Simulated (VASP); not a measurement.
# Mg in VASP: settings compared

The runs below take Mg through single point, with PBE+D3(BJ), PBE+D4.

Program: VASP 6.6.1. These are calculated values, not measurements. Logs are shortened: lines on timing, memory, paths and dates and some standing lists are left out, and cuts for length are marked.

## Step 1: The cell of the first run

The typed cell holds 1 atom: a = 3.039 Å, b = 3.039 Å, c = 3.039 Å, α = 109.41°, β = 109.41°, γ = 109.58°.

## Step 2: Single point, PBE+D3(BJ)

INCAR

```
SYSTEM = Mg
PREC = Accurate ; ENCUT = 520
EDIFF = 1E-6 ; ISMEAR = -1
SIGMA = 0.05 ; LREAL = .FALSE.
LASPH = .TRUE. ; NELM = 80
ALGO = Fast ; ISIF = 2
LWAVE = .FALSE. ; LCHARG = .TRUE.
GGA = PE ; IVDW = 12
LELF = .TRUE. ; LVHAR = .TRUE.
NBANDS = 7
```

KPOINTS

```
Automatic mesh
0
G
  11 11 11
  0 0 0
```

POSCAR

```
Mg
1.0
   -1.7558828778      1.7558828778      1.7521958253
    1.7558828778     -1.7558828778      1.7521958253
    1.7558828778      1.7558828778     -1.7521958253
Mg
1
Direct
    0.0000000000      0.0000000000      0.0000000000
```

Potentials or basis: VASP PAW PBE potentials, release 64 (Mg).

Command:

```sh
$ cat potpaw_PBE.64/Mg/POTCAR > POTCAR
$ mpirun -np 1 vasp_std > vasp.out
```

OUTCAR:

```text
SYSTEM = Mg
   PREC = Accurate
   ENCUT = 520
   EDIFF = 1E-6
   ISMEAR = -1
   LREAL = .FALSE.
   LASPH = .TRUE.
   NELM = 80
   ISIF = 2
   GGA = PE
   IVDW = 12
 IVDW          = 12

 ion  position               nearest neighbor table
   1  0.000  0.000  0.000-

  LATTYP: Found a body centered tetragonal cell.
 ALAT       =     3.5117657556
 C/A-ratio  =     0.9979001717

  Lattice vectors:

 A1 = (  -1.7558828778,   1.7558828778,   1.7521958253)
 A2 = (   1.7558828778,  -1.7558828778,   1.7521958253)
 A3 = (   1.7558828778,   1.7558828778,  -1.7521958253)

Analysis of symmetry for initial positions (statically):
=====================================================================
 Subroutine PRICEL returns:
 Original cell was already a primitive cell.

 Routine SETGRP: Setting up the symmetry group for a
 body centered tetragonal supercell.

 Subroutine GETGRP returns: Found 16 space group operations
 (whereof 16 operations were pure point group operations)
 out of a pool of 16 trial point group operations.

The static configuration has the point symmetry D_4h.

Analysis of symmetry for dynamics (positions and initial velocities):
=====================================================================
 Subroutine PRICEL returns:
 Original cell was already a primitive cell.

 Routine SETGRP: Setting up the symmetry group for a
 body centered tetragonal supercell.

 Subroutine GETGRP returns: Found 16 space group operations
 (whereof 16 operations were pure point group operations)
 out of a pool of 16 trial point group operations.

The dynamic configuration has the point symmetry D_4h.

 Subroutine INISYM returns: Found 16 space group operations
 (whereof 16 operations are pure point group operations),
 and found     1 'primitive' translations

----------------------------------------------------------------------------------------

                                     Primitive cell

  volume of cell :      21.6090

  direct lattice vectors                    reciprocal lattice vectors
    -1.755882878  1.755882878  1.752195825     0.000000000  0.284757034  0.285356233
     1.755882878 -1.755882878  1.752195825     0.284757034  0.000000000  0.285356233
     1.755882878  1.755882878 -1.752195825     0.284757034  0.284757034  0.000000000

  length of vectors
     3.039151127  3.039151127  3.039151127     0.403131180  0.403131180  0.402707259

  position of ions in fractional coordinates (direct lattice)
     0.000000000  0.000000000  0.000000000

  ion indices of the primitive-cell ions
   primitive index   ion index
[... 76 lines left out ...]
   NSW    =      0    number of steps for IOM
   IBRION =     -1    ionic relax: 0-MD 1-quasi-New 2-CG
   NFREE  =      0    steps in history (QN), initial steepest desc. (CG)
   ISIF   =      2    stress and relaxation
   ISYM   =      2    0-nonsym 1-usesym 2-fastsym
   POTIM  = 0.5000    time-step for ionic-motion
   TEBEG  =    0.0;   TEEND  =   0.0 temperature during run
   PSTRESS=    0.0 pullay stress
   NELECT =       2.0000    total number of electrons
   NUPDOWN=      -1.0000    fix difference up-down
   EMIN   =  10.00;   EMAX   =-10.00  energy-range for DOS
   EFERMI =   0.00;   METHOD = LEGACY
   ISMEAR =    -1;   SIGMA  =   0.05  broadening in eV -4-tet -1-fermi 0-gaus
   EFERMI_NEDOS =   21; number of points for ismear=-14 and -15
   IALGO  =     68    algorithm
   IMIX   =      4    mixing-type and parameters
     AMIX     =   0.40;   BMIX     =  1.00
     AMIX_MAG =   1.60;   BMIX_MAG =  1.00
  volume/ion in A,a.u.               =      21.61       145.82
  Fermi-wavevector in a.u.,A,eV,Ry     =   0.740526  1.399391  7.461144  0.548379
  Thomas-Fermi vector in A             =   1.834949
   LORBIT       =      0    0 simple, 1 ext, 2 COOP (PROOUT), +10 PAW based schemes
   GGA     = PE    functional components
   LHFCALC =     F    Hartree Fock is set to
   AEXX    =    0.0000 exact exchange contribution
   IVDW    =    12    specifies the selected vdW correction
   LEPSILON=     F    determine dielectric tensor
   LRPA    =     F    only Hartree local field effects (RPA)
 non-spin polarized calculation
 RMM-DIIS sequential band-by-band and
  energy-cutoff  :      520.00
  volume of cell :       21.61
 maximum number of plane-waves:       603
   NGX = 11   NGY = 11   NGZ = 11

 number of electron       2.0000000 magnetization

 Free energy of the ion-electron system (eV)
  ---------------------------------------------------
  ext. energy  EPLUGINS =         0.00000000
  ---------------------------------------------------
  free energy    TOTEN  =        -1.47575625 eV

  energy without entropy =       -1.47328986  energy(sigma->0) =       -1.47452305

 E-fermi :   2.9906     XC(G=0):  -8.6840

 val. band max:        2.9636086914   @ k =   0.3636   0.1818   0.0909
 cond. band min:       3.0658875003   @ k =  -0.4545   0.4545   0.0909
 fundamental gap:      0.1022788088
 Fermi energy:         2.9906486423

 k-point     1 :       0.0000    0.0000    0.0000
  band No.  band energies     occupation
      1      -4.2358      2.00000
      2      16.3762      0.00000
      3      16.4197      0.00000
      4      16.4197      0.00000
      5      18.4589      0.00000
      6      18.5079      0.00000
      7      18.9116      0.00000
[... 221 lines left out ...]
 k-point    24 :      -0.1818    0.1818    0.0000
  band No.  band energies     occupation
      1      -3.4295      2.00000
      2      11.1018      0.00000
      3      14.1624      0.00000
      4      14.5974      0.00000
      5      15.7370      0.00000
      6      16.7674      0.00000
      7      19.6211      0.00000

 [... further k-points ...]

------------------------ aborting loop because EDIFF is reached ----------------------------------------

 Edisp (eV)   -0.30118

 E8    (eV) :    -0.1319

  FORCE on cell =-STRESS in cart. coord.  units (eV):
  Direction    XX          YY          ZZ          XY          YZ          ZX
  --------------------------------------------------------------------------------------
  -------------------------------------------------------------------------------------
  Total      -0.01648    -0.01648    -0.01175     0.00000     0.00000     0.00000
  in kB      -1.22187    -1.22187    -0.87102     0.00000     0.00000     0.00000
  external pressure =       -1.10 kB  Pullay stress =        0.00 kB

 VOLUME and BASIS-vectors are now :
 -----------------------------------------------------------------------------
  energy-cutoff  :      520.00
  volume of cell :       21.61
      direct lattice vectors                 reciprocal lattice vectors
    -1.755882878  1.755882878  1.752195825     0.000000000  0.284757034  0.285356233
     1.755882878 -1.755882878  1.752195825     0.284757034  0.000000000  0.285356233
     1.755882878  1.755882878 -1.752195825     0.284757034  0.284757034  0.000000000

 POSITION                                       TOTAL-FORCE (eV/Angst)
 -----------------------------------------------------------------------------------
      0.00000      0.00000      0.00000         0.000000     -0.000000      0.000000
 -----------------------------------------------------------------------------------
    total drift:                               -0.000000      0.000000      0.000000

  FREE ENERGIE OF THE ION-ELECTRON SYSTEM (eV)
  ---------------------------------------------------
  free  energy   TOTEN  =        -1.7769364033 eV

  energy  without entropy=       -1.7744700188  energy(sigma->0) =       -1.77570321
```

Run time: 13 s. Hardware: 1 thread of AMD EPYC 7R13 (Zen 3), shared host; peak memory 0.13 GiB.

What came out:

```yaml
Free_energy: -1.7769 eV
Pressure: -0.1 GPa
Band_gap_on_the_k_mesh: zero (band 1 reaches 5.31 eV, above the bottom of band 2 at 2.21 eV)
Dispersion_energy_per_atom: -0.301 eV
```

Levels at points of the mesh, in eV from the Fermi level:
```csv
k point,band 1,band 2,band 3,band 4
"(0.00, 0.00, 0.00)",-7.23,13.39,13.43,13.43
```

Caveat: pairwise dispersion overbinds metals, which lowers pressure and volume.

## Step 3: Single point, PBE+D3(BJ)

This run uses another cell than the first one, of 21.75 Å³/atom, 1.007 times its volume.

INCAR

```
PREC = Accurate
ENCUT = 520
EDIFF = 1E-6
ISMEAR = -1
SIGMA = 0.05
LREAL = False
LASPH = True
NELM = 60
ALGO = Normal
ISIF = 2
LWAVE = False
LCHARG = False
GGA = PE
IVDW = 12
NBANDS = 7
```

KPOINTS

```
regular mesh
0
Gamma
  11 11 11
```

POSCAR

```
Mg
1.0
   -1.7589708921      1.7589708921      1.7576773747
    1.7589708921     -1.7589708921      1.7576773747
    1.7589708921      1.7589708921     -1.7576773747
Mg
1
Direct
    0.0000000000      0.0000000000      0.0000000000
```

Potentials or basis: VASP PAW PBE potentials, release 64 (Mg).

Command:

```sh
$ cat potpaw_PBE.64/Mg/POTCAR > POTCAR
$ mpirun -np 1 vasp_std > vasp.out
```

It took 12 s on 1 thread of AMD EPYC 7R13 (Zen 3), shared host; peak memory 0.12 GiB.

Results (log left out):

* Free energy: -1.7767 eV
* Pressure: -0.4 GPa
* Band gap on the k mesh: zero (band 1 reaches 5.25 eV, above the bottom of band 2 at 2.18 eV)
* Dispersion energy per atom: -0.299 eV

Levels at points of the mesh, in eV from the Fermi level:
| k point | band 1 | band 2 | band 3 | band 4 |
| --- | --- | --- | --- | --- |
| (0.00, 0.00, 0.00) | -7.19 | 13.36 | 13.38 | 13.38 |

Caveat: three body term missing; pairwise dispersion overbinds metals, which lowers pressure and volume.

## Step 4: Single point, PBE+D4

This run uses another cell than the first one, of 22.26 Å³/atom, 1.030 times its volume.

INCAR

```
SYSTEM = Mg
PREC = Accurate
ENCUT = 520
EDIFF = 1E-6
ISMEAR = -1
SIGMA = 0.05
LREAL = .False.
LASPH = .True.
NELM = 60
ALGO = Fast
ISIF = 2
LWAVE = .False.
LCHARG = .False.
GGA = PE
IVDW = 13
NBANDS = 7
```

KPOINTS

```
Automatic mesh
0
Gamma
  11 11 11
  0 0 0
```

POSCAR

```
Mg
1.0
   -1.7723040730      1.7723040730      1.7719231395
    1.7723040730     -1.7723040730      1.7719231395
    1.7723040730      1.7723040730     -1.7719231395
Mg
1
Direct
    0.0000000000      0.0000000000      0.0000000000
```

Command:

```sh
$ cat potpaw_PBE.64/Mg/POTCAR > POTCAR
$ mpirun -np 1 vasp_std > vasp.out
```

Wall time 11 s (1 thread of AMD EPYC 7R13 (Zen 3), shared host); peak memory 0.12 GiB.

It converged, with:

| Quantity | Value |
| --- | --- |
| Free energy | -1.6493 eV |
| Pressure | -0.1 GPa |
| Band gap on the k mesh | zero (band 1 reaches 5.10 eV, above the bottom of band 2 at 2.05 eV) |
| Dispersion energy per atom | -0.168 eV |

Levels at points of the mesh, in eV from the Fermi level:
| k point | band 1 | band 2 | band 3 | band 4 | band 5 |
| --- | --- | --- | --- | --- | --- |
| (0.00, 0.00, 0.00) | -7.08 | 13.22 | 13.22 | 13.22 | 15.26 |

Caveat: pairwise dispersion overbinds metals, which lowers pressure and volume.

## Step 5: The runs side by side

```csv
level,cell,gap on the mesh (eV),pressure (GPa)
PBE+D3(BJ),"a = 3.039 Å, angles 109.4, 109.4, 109.6°, 1 atom",none,-0.1
PBE+D3(BJ),"a = 3.046 Å, angles 109.5, 109.5, 109.5°, 1 atom",none,-0.4
PBE+D4,"a = 3.070 Å, angles 109.5°, 1 atom",none,-0.1
```

Alike in all rows: task single point; potentials or basis VASP PAW PBE potentials, release 64 (Mg); no spin polarisation; k mesh 11 × 11 × 11; cutoff (eV) 520; smearing fermi-dirac 0.05 eV.

Caveats: pairwise dispersion overbinds metals, which lowers pressure and volume; three body term missing (some runs).

Total energies depend on the potentials used, so only differences within one code and one set of settings carry meaning.
